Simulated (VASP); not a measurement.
# Sr (Fm-3m) in VASP: further runs

Runs on Sr. Level: r2SCAN. Tasks: single point.

Program: VASP 6.6.1. These are calculated values, not measurements. Logs are shortened: lines on timing, memory, paths and dates and some standing lists are left out, and cuts for length are marked.

## Step 1: The cell of the first run

The structure is cubic, space group Fm-3m (No. 225). Conventional cell: a = 6.085 Å, b = 6.085 Å, c = 6.085 Å, α = 90.00°, β = 90.00°, γ = 90.00°. Within 5.6 Å of Sr (site symmetry m-3m) lie 12 Sr at 4.30 Å.

## Step 2: Single point, r2SCAN

Input file POSCAR:

```
Sr
1.0
    0.0000000000      3.0423500000      3.0423500000
    3.0423500000      0.0000000000      3.0423500000
    3.0423500000      3.0423500000      0.0000000000
Sr
1
Direct
    0.0000000000      0.0000000000      0.0000000000
```

Input file INCAR.step1:

```
PREC = Accurate
ENCUT = 520
ISMEAR = 0
SIGMA = 0.1
LREAL = F
LASPH = T
NELM = 80
NBANDS = 11
GGA = PE
ALGO = Normal
EDIFF = 1E-4
LWAVE = T
LCHARG = F
```

Input file INCAR.step2:

```
PREC = Accurate
ENCUT = 520
EDIFF = 1E-6
ISMEAR = 0
SIGMA = 0.1
LREAL = F
LASPH = T
NELM = 80
ALGO = Normal
ISIF = 2
LWAVE = F
LCHARG = F
METAGGA = R2SCAN
LMIXTAU = T
NBANDS = 11
ISTART = 1
```

Input file KPOINTS:

```
regular mesh
0
Gamma
  6 6 6
```

Potentials or basis: VASP PAW PBE potentials, release 64 (Sr_sv).

Launch:

```
cat potpaw_PBE.64/Sr_sv/POTCAR > POTCAR
cp INCAR.step1 INCAR
mpirun -np 1 vasp_std > vasp.out
cp INCAR.step2 INCAR
mpirun -np 1 vasp_std > vasp.out
```

OUTCAR:

```text
PREC = Accurate
   ENCUT = 520
   EDIFF = 1E-6
   ISMEAR = 0
   LREAL = F
   LASPH = T
   NELM = 80
   ISIF = 2
   METAGGA = R2SCAN
   ISTART = 1

 ion  position               nearest neighbor table
   1  0.000  0.000  0.000-

  LATTYP: Found a face centered cubic cell.
 ALAT       =     6.0847000000

  Lattice vectors:

 A1 = (   0.0000000000,   3.0423500000,   3.0423500000)
 A2 = (   3.0423500000,   0.0000000000,   3.0423500000)
 A3 = (   3.0423500000,   3.0423500000,   0.0000000000)

Analysis of symmetry for initial positions (statically):
=====================================================================
 Subroutine PRICEL returns:
 Original cell was already a primitive cell.

 Routine SETGRP: Setting up the symmetry group for a
 face centered cubic supercell.

 Subroutine GETGRP returns: Found 48 space group operations
 (whereof 48 operations were pure point group operations)
 out of a pool of 48 trial point group operations.

The static configuration has the point symmetry O_h .

Analysis of symmetry for dynamics (positions and initial velocities):
=====================================================================
 Subroutine PRICEL returns:
 Original cell was already a primitive cell.

 Routine SETGRP: Setting up the symmetry group for a
 face centered cubic supercell.

 Subroutine GETGRP returns: Found 48 space group operations
 (whereof 48 operations were pure point group operations)
 out of a pool of 48 trial point group operations.

The dynamic configuration has the point symmetry O_h .

 Subroutine INISYM returns: Found 48 space group operations
 (whereof 48 operations are pure point group operations),
 and found     1 'primitive' translations

----------------------------------------------------------------------------------------

                                     Primitive cell

  volume of cell :      56.3193

  direct lattice vectors                    reciprocal lattice vectors
     0.000000000  3.042350000  3.042350000    -0.164346640  0.164346640  0.164346640
     3.042350000  0.000000000  3.042350000     0.164346640 -0.164346640  0.164346640
     3.042350000  3.042350000  0.000000000     0.164346640  0.164346640 -0.164346640

  length of vectors
     4.302532631  4.302532631  4.302532631     0.284656730  0.284656730  0.284656730

  position of ions in fractional coordinates (direct lattice)
     0.000000000  0.000000000  0.000000000

[... 70 lines left out ...]
   IBRION =     -1    ionic relax: 0-MD 1-quasi-New 2-CG
   NFREE  =      0    steps in history (QN), initial steepest desc. (CG)
   ISIF   =      2    stress and relaxation
   ISYM   =      2    0-nonsym 1-usesym 2-fastsym
   POTIM  = 0.5000    time-step for ionic-motion
   TEBEG  =    0.0;   TEEND  =   0.0 temperature during run
   PSTRESS=    0.0 pullay stress
   NELECT =      10.0000    total number of electrons
   NUPDOWN=      -1.0000    fix difference up-down
   EMIN   =  10.00;   EMAX   =-10.00  energy-range for DOS
   EFERMI =   0.00;   METHOD = LEGACY
   ISMEAR =     0;   SIGMA  =   0.10  broadening in eV -4-tet -1-fermi 0-gaus
   EFERMI_NEDOS =   21; number of points for ismear=-14 and -15
   IALGO  =     38    algorithm
   IMIX   =      4    mixing-type and parameters
     AMIX     =   0.40;   BMIX     =  1.00
     AMIX_MAG =   1.60;   BMIX_MAG =  1.00
  volume/ion in A,a.u.               =      56.32       380.06
  Fermi-wavevector in a.u.,A,eV,Ry     =   0.920144  1.738819 11.519569  0.846664
  Thomas-Fermi vector in A             =   2.045416
   LORBIT       =      0    0 simple, 1 ext, 2 COOP (PROOUT), +10 PAW based schemes
   METAGGA = R2SCAN    functional components
   LHFCALC =     F    Hartree Fock is set to
   AEXX    =    0.0000 exact exchange contribution
   IVDW    =     0    specifies the selected vdW correction
   LEPSILON=     F    determine dielectric tensor
   LRPA    =     F    only Hartree local field effects (RPA)
 non-spin polarized calculation
 Gauss-broadening in eV      SIGMA  =   0.10
  energy-cutoff  :      520.00
  volume of cell :       56.32
 maximum number of plane-waves:      1527
   NGX = 15   NGY = 15   NGZ = 15

 number of electron      10.0000000 magnetization

 Free energy of the ion-electron system (eV)
  ---------------------------------------------------
  ext. energy  EPLUGINS =         0.00000000
  ---------------------------------------------------
  free energy    TOTEN  =       -15.07971160 eV

  energy without entropy =      -15.06647282  energy(sigma->0) =      -15.07309221

 E-fermi :   1.5440     XC(G=0):  -7.7113

 val. band max:        1.5270527546   @ k =  -0.3333   0.3333   0.1667
 cond. band min:       1.5904515902   @ k =  -0.3333   0.3333   0.1667
 fundamental gap:      0.0633988356
 Fermi energy:         1.5440445316

 k-point     1 :       0.0000    0.0000    0.0000
  band No.  band energies     occupation
      1     -36.5459      2.00000
      2     -17.8089      2.00000
      3     -17.8089      2.00000
      4     -17.8089      2.00000
      5      -2.2672      2.00000
      6       4.2010      0.00000
      7       4.2010      0.00000
      8       4.2010      0.00000
      9       5.7041      0.00000
     10       5.7041      0.00000
     11       8.9660      0.00000
[... 197 lines left out ...]
 k-point    16 :      -0.3333    0.5000    0.1667
  band No.  band energies     occupation
      1     -36.5279      2.00000
      2     -17.9584      2.00000
      3     -17.9041      2.00000
      4     -17.8781      2.00000
      5       1.4155      1.93083
      6       2.1122      0.00000
      7       2.3494      0.00000
      8       4.6053      0.00000
      9       7.0759      0.00000
     10       7.2973      0.00000
     11       7.3258      0.00000

------------------------ aborting loop because EDIFF is reached ----------------------------------------

  FORCE on cell =-STRESS in cart. coord.  units (eV):
  Direction    XX          YY          ZZ          XY          YZ          ZX
  --------------------------------------------------------------------------------------
  -------------------------------------------------------------------------------------
  Total        0.0221137      0.0221137      0.0221137     -0.0000000      0.0000000     -0.0000000
  in kB        0.6290919      0.6290919      0.6290919     -0.0000000      0.0000000     -0.0000000
  external PRESSURE =       0.6290919 kB  Pullay stress =       0.0000000 kB

 VOLUME and BASIS-vectors are now :
 -----------------------------------------------------------------------------
  energy-cutoff  :      520.00
  volume of cell :       56.32
      direct lattice vectors                 reciprocal lattice vectors
     0.000000000  3.042350000  3.042350000    -0.164346640  0.164346640  0.164346640
     3.042350000  0.000000000  3.042350000     0.164346640 -0.164346640  0.164346640
     3.042350000  3.042350000  0.000000000     0.164346640  0.164346640 -0.164346640

 POSITION                                       TOTAL-FORCE (eV/Angst)
 -----------------------------------------------------------------------------------
      0.00000      0.00000      0.00000         0.000000      0.000000      0.000000
 -----------------------------------------------------------------------------------
    total drift:                                0.000000      0.000000      0.000000

  FREE ENERGIE OF THE ION-ELECTRON SYSTEM (eV)
  ---------------------------------------------------
  free  energy   TOTEN  =       -15.0797116044 eV

  energy  without entropy=      -15.0664728207  energy(sigma->0) =      -15.07309221
```

OUTCAR.step1:

```text
PREC = Accurate
   ENCUT = 520
   ISMEAR = 0
   LREAL = F
   LASPH = T
[... 428 lines left out ...]

 POSITION                                       TOTAL-FORCE (eV/Angst)
 -----------------------------------------------------------------------------------
      0.00000      0.00000      0.00000        -0.000000     -0.000000     -0.000000
 -----------------------------------------------------------------------------------
    total drift:                                0.000000      0.000000      0.000000

  FREE ENERGIE OF THE ION-ELECTRON SYSTEM (eV)
  ---------------------------------------------------
  free  energy   TOTEN  =        -1.6175009792 eV

  energy  without entropy=       -1.6036910569  energy(sigma->0) =       -1.61059602
```

OSZICAR.step1:

```text
N       E                     dE             d eps       ncg     rms          rms(c)
DAV:   1     0.358980043599E+02    0.35898E+02   -0.46528E+03   352   0.759E+02
DAV:   2     0.873786822865E-02   -0.35889E+02   -0.35290E+02   416   0.149E+02
DAV:   3    -0.156630700289E+01   -0.15750E+01   -0.15536E+01   493   0.229E+01
DAV:   4    -0.161351492900E+01   -0.47208E-01   -0.47088E-01   457   0.396E+00
DAV:   5    -0.161474627057E+01   -0.12313E-02   -0.12312E-02   473   0.516E-01    0.110E+01
DAV:   6    -0.161632484994E+01   -0.15786E-02   -0.68519E-03   428   0.940E-01    0.620E+00
DAV:   7    -0.161749553542E+01   -0.11707E-02   -0.11738E-02   388   0.123E+00    0.292E-01
DAV:   8    -0.161748033530E+01    0.15200E-04   -0.13925E-03   538   0.220E-01    0.722E-02
DAV:   9    -0.161750097916E+01   -0.20644E-04   -0.24201E-05   241   0.398E-02
   1 F= -.16175010E+01 E0= -.16105960E+01  d E =-.138099E-01
```

Wall time 20 s (1 thread of Intel Xeon 6975P-C (Granite Rapids), shared host); peak memory 0.18 GiB.

Results:

```
Free energy            : -15.0797 eV
Pressure               : 0.1 GPa
Band gap on the k mesh : zero (bands 5 and 6 overlap by 0.06 eV)
```

Levels at points of the mesh, in eV from the Fermi level:
```
           k point  band 1  band 2  band 3  band 4  band 5  band 6  band 7  band 8  band 9  band 10
(0.00, 0.00, 0.00)  -38.09  -19.35  -19.35  -19.35   -3.81    2.66    2.66    2.66    4.16     4.16
(0.50, 0.00, 0.00)  -38.08  -19.54  -19.38  -19.38   -1.07   -0.08    2.46    2.46    5.22     5.22
(0.50, 0.50, 0.00)  -38.07  -19.53  -19.42  -19.42   -0.59    0.49    0.97    5.21    5.53     5.53
```

Caveat: the PAW data sets were made with another functional, which shifts forces and pressure a little.

## Step 3: Single point, r2SCAN (53.33 Å³/atom)

This run uses another cell than the first one, of 53.33 Å³/atom.

Input file POSCAR:

```
Sr
1.0
    0.0000000000      2.9876146010      2.9876146010
    2.9876146010      0.0000000000      2.9876146010
    2.9876146010      2.9876146010      0.0000000000
Sr
1
Direct
    0.0000000000      0.0000000000      0.0000000000
```

Input file INCAR.step1:

```
PREC = Accurate
ENCUT = 520
ISMEAR = 0
SIGMA = 0.1
LREAL = False
LASPH = True
NELM = 60
NBANDS = 11
GGA = PE
ALGO = Normal
EDIFF = 1E-4
LWAVE = True
LCHARG = False
```

Input file INCAR.step2:

```
PREC = Accurate
ENCUT = 520
EDIFF = 1E-7
ISMEAR = 0
SIGMA = 0.1
LREAL = False
LASPH = True
NELM = 60
ALGO = Normal
ISIF = 2
LWAVE = False
LCHARG = False
METAGGA = R2SCAN
LMIXTAU = True
NBANDS = 11
ISTART = 1
```

Input file KPOINTS:

```
Automatic mesh
0
Gamma
  12 12 12
```

Potentials or basis: VASP PAW PBE potentials, release 64 (Sr_sv).

Launch:

```
cat potpaw_PBE.64/Sr_sv/POTCAR > POTCAR
cp INCAR.step1 INCAR
mpirun -np 1 vasp_std > vasp.out
cp INCAR.step2 INCAR
mpirun -np 1 vasp_std > vasp.out
```

Run time: 55 s. Hardware: 1 thread of Intel Xeon 6975P-C (Granite Rapids), shared host; peak memory 0.2 GiB.

Results (log left out):

* Free energy: -15.0928 eV
* Pressure: 0.8 GPa
* Band gap on the k mesh: zero (bands 5 and 6 overlap by 0.09 eV)

Levels at points of the mesh, in eV from the Fermi level:
```tsv
k point	band 1	band 2	band 3	band 4	band 5	band 6	band 7	band 8	band 9	band 10
(0.00, 0.00, 0.00)	-37.95	-19.21	-19.21	-19.21	-3.87	2.74	2.74	2.74	4.34	4.34
(0.50, 0.00, 0.00)	-37.93	-19.43	-19.24	-19.24	-1.07	0.01	2.53	2.53	5.46	5.46
(0.50, 0.50, 0.00)	-37.93	-19.42	-19.29	-19.29	-0.64	0.47	1.13	5.45	5.79	5.79
```

Caveat: the PAW data sets were made with another functional, which shifts forces and pressure a little.

## Step 4: Single point, r2SCAN (55.04 Å³/atom)

This run uses another cell than the first one, of 55.04 Å³/atom.

Input file POSCAR:

```
Sr
1.0
    0.0000000000      3.0190654870      3.0190654870
    3.0190654870      0.0000000000      3.0190654870
    3.0190654870      3.0190654870      0.0000000000
Sr
1
Direct
    0.0000000000      0.0000000000      0.0000000000
```

Input file INCAR.step1:

```
  PREC = Accurate
  ENCUT = 520
  ISMEAR = 0
  SIGMA = 0.1
  LREAL = False
  LASPH = True
  NELM = 100
  NBANDS = 11
  GGA = PE
  ALGO = Normal
  EDIFF = 1E-4
  LWAVE = True
  LCHARG = False
```

Input file INCAR.step2:

```
  PREC = Accurate
  ENCUT = 520
  EDIFF = 1E-6
  ISMEAR = 0
  SIGMA = 0.1
  LREAL = False
  LASPH = True
  NELM = 100
  ALGO = Normal
  ISIF = 2
  LWAVE = False
  LCHARG = True
  METAGGA = R2SCAN
  LMIXTAU = True
  LELF = True
  LVHAR = True
  NBANDS = 11
  ISTART = 1
```

KPOINTS is that of step 3.

Launch:

```
cat potpaw_PBE.64/Sr_sv/POTCAR > POTCAR
cp INCAR.step1 INCAR
mpirun -np 1 vasp_std > vasp.out
cp INCAR.step2 INCAR
mpirun -np 1 vasp_std > vasp.out
```

Run time: 57 s. Hardware: 1 thread of Intel Xeon 6975P-C (Granite Rapids), shared host; peak memory 0.2 GiB.

It converged, with:

```yaml
Free_energy: -15.0990 eV
Pressure: 0.4 GPa
Band_gap_on_the_k_mesh: zero (bands 5 and 6 overlap by 0.14 eV)
```

Levels at points of the mesh, in eV from the Fermi level:
```csv
k point,band 3,band 4,band 5,band 6,band 7,band 8
"(0.00, 0.00, 0.00)",-19.27,-19.27,-3.82,2.71,2.71,2.71
"(0.50, 0.00, 0.00)",-19.30,-19.30,-1.05,-0.02,2.51,2.51
"(0.50, 0.50, 0.00)",-19.34,-19.34,-0.59,0.50,1.06,5.34
```

Caveat: the PAW data sets were made with another functional, which shifts forces and pressure a little.

## Step 5: The runs side by side

```tsv
cell	k mesh	gap on the mesh (eV)	pressure (GPa)
a = 4.303 Å, angles 60.0°, 1 atom	6 × 6 × 6	none	0.1
a = 4.225 Å, angles 60.0°, 1 atom	12 × 12 × 12	none	0.8
a = 4.270 Å, angles 60.0°, 1 atom	12 × 12 × 12	none	0.4
```

Alike in all rows: task single point; level r2SCAN; potentials or basis VASP PAW PBE potentials, release 64 (Sr_sv); no spin polarisation; cutoff (eV) 520; smearing gaussian 0.1 eV.

Caveats: the PAW data sets were made with another functional, which shifts forces and pressure a little.

Absolute energies hang on the potentials; compare differences alone.
